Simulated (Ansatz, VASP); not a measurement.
## Two plane-wave programs on HfB

```
Hf B
1.0
     0.00000   -2.41245   -2.41245
     2.41245    0.00000   -2.41245
     2.41245   -2.41245    0.00000
Hf B
1 1
Direct
  0.00000 0.00000 0.00000
  0.50000 0.50000 0.50000
```

Alike in both runs: functional r2SCAN; k mesh 16 × 16 × 16; occupations gaussian, width 0.1 eV; no spin polarisation.

Ansatz relaxed the structure, and its values are those at the end. VASP's run is a single point on that final structure, the one shown.

|  | VASP | Ansatz |
| --- | --- | --- |
| version | VASP 6.6.1 | Ansatz 0.2.0 |
| potentials or method | VASP PAW PBE potentials, release 64 (Hf_pv, B), cutoff 520 eV | scalar-relativistic, plane waves, PAW |
| valence electrons in the cell | 13 | 29 |

Ansatz gave:

```
gap on the k mesh at the Fermi level (eV) : none
pressure (GPa)                            : 0.0
```

**Question.** Which values does VASP return?

**Answer.** gap on the k mesh at the Fermi level (eV): none; pressure (GPa): -0.1.

VASP's potentials were made for PBE, not for r2SCAN. A gap of «none» marks a metal or a gap that the smearing closes. VASP's potentials hold 13 valence electrons a cell and Ansatz's 29, so a difference there can come from the potentials and not from the codes.

Spin-orbit coupling is off throughout.
